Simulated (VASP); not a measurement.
Input of a VASP 6.6.1 run:

INCAR

```
SYSTEM = P
PREC = Accurate
ENCUT = 520
EDIFF = 1E-7
ISMEAR = -1
SIGMA = 0.08
LREAL = .False.
LASPH = .True.
NELM = 100
ALGO = Normal
ISIF = 2
LWAVE = .False.
LCHARG = .True.
GGA = PE
LELF = .True.
LVHAR = .True.
NBANDS = 12
```

Contents of KPOINTS:

```
regular mesh
0
Gamma
  21 21 12
  0 0 0
```

POSCAR

```
P
1.0
    2.0345237298      0.0000000000      0.0000000000
   -1.0172618649      1.7619492346      0.0000000000
    0.0000000000      0.0000000000      3.3511392169
P
2
Direct
    0.3333333333      0.6666666667      0.2500000000
    0.6666666667      0.3333333333      0.7500000000
```

Potentials or basis: VASP PAW PBE potentials, release 64 (P).

Run with:

```bash
$ cat potpaw_PBE.64/P/POTCAR > POTCAR
$ mpirun -np 1 vasp_std > vasp.out
```

(1) What does it give for the band gap on the k mesh?

(2) What does it give for the pressure?

## Answers

(1) zero (band 5 reaches 40.41 eV, above the bottom of band 6 at 18.94 eV).

(2) 441.5 GPa.
